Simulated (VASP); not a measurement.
## Ti6H: single point with PBE

The system is Ti6H, a slab with vacuum.

```
Ti H
1.0
     2.83217    0.00000    0.00000
     0.00000    4.57954    0.00000
     0.00000    0.00000   23.55109
Ti H
6 1
Direct
  0.50000 0.00000 0.16984
  0.00000 0.50000 0.22598
  0.50000 0.00000 0.28211
  0.50000 0.50000 0.33949
  0.00000 0.00000 0.39402
  0.50000 0.50000 0.44801
  0.50000 0.50000 0.51467
```

```
Program                : VASP 6.6.1
Task                   : single point
Functional             : PBE
Potentials or basis    : VASP PAW PBE potentials, release 64 (Ti_sv, H)
Cutoff                 : 520 eV
k mesh                 : 9 × 6 × 1
Occupations            : gaussian, width 0.1 eV
Spin                   : no spin polarisation
Dipole correction      : yes
Further INCAR settings : ALGO = Normal; EDIFF = 1e-06; NBANDS = 46
```

- Largest force: 1.974 eV/Å
- Band gap on the k mesh: zero (an odd number of electrons rules out a gap without spin polarisation)

Forces on the atoms (eV/Å):
```
Ti   0.000  0.000  0.425
Ti   0.000  0.000  0.009
Ti   0.000  0.000 -0.386
Ti   0.000  0.000  0.085
Ti   0.000  0.000 -0.271
Ti   0.000  0.000 -1.835
H    0.000  0.000  1.974
```

Levels at points of the mesh, in eV from the Fermi level:
| k point | band 34 | band 35 | band 36 | band 37 | band 38 | band 39 | band 40 | band 41 |
| --- | --- | --- | --- | --- | --- | --- | --- | --- |
| (0.00, 0.00, 0.00) | -0.62 | -0.54 | -0.09 | 0.06 | 0.15 | 0.24 | 0.39 | 0.77 |
| (0.00, 0.50, 0.00) | -0.30 | -0.30 | -0.13 | 0.00 | 0.27 | 0.36 | 0.44 | 0.68 |

It took 7.2 min on 1 thread of Intel(R) Xeon(R) Platinum 8488C (Sapphire Rapids), with other jobs on the host, peak memory 0.48 GiB.
